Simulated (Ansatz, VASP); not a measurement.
# One calculation of Bi3O, two programs

```
Bi O
1.0
     4.35016    0.00000    0.00000
     0.00000    4.35016    0.00000
     0.00000    0.00000    5.91756
Bi O
3 1
Direct
  0.50000 0.50000 0.50000
  0.00000 0.00000 0.67983
  0.00000 0.00000 0.32017
  0.00000 0.00000 0.00000
```

Alike in both runs: task relaxation of cell and atoms; functional PBE; k mesh 5 × 5 × 4; occupations gaussian, width 0.2 eV; no spin polarisation.

|  | VASP | Ansatz |
| --- | --- | --- |
| version | VASP 6.6.1 | Ansatz 0.2.0 |
| potentials or method | VASP PAW PBE potentials, release 64 (Bi_d, O), cutoff 600 eV | scalar-relativistic, plane waves, PAW |
| valence electrons in the cell | 51 | 51 |

Ansatz gave:

| Item | Value |
| --- | --- |
| gap on the k mesh at the Fermi level, each at its own relaxed structure (eV) | none |
| relaxed volume (Å³/atom) | 32.26 |
| relaxed length of the cell vector where the two differ most in proportion (Å) | 4.002 |

Problem. What did VASP give for the same quantities?

Solution. gap on the k mesh at the Fermi level, each at its own relaxed structure (eV): none; relaxed volume (Å³/atom): 28.95; relaxed length of the cell vector where the two differ most in proportion (Å): 3.614.

A gap of «none» marks a metal or a gap that the smearing closes. One of these differences is far larger than is usual between the two programs; its cause wasn't traced.

Neither program's run includes spin-orbit coupling.
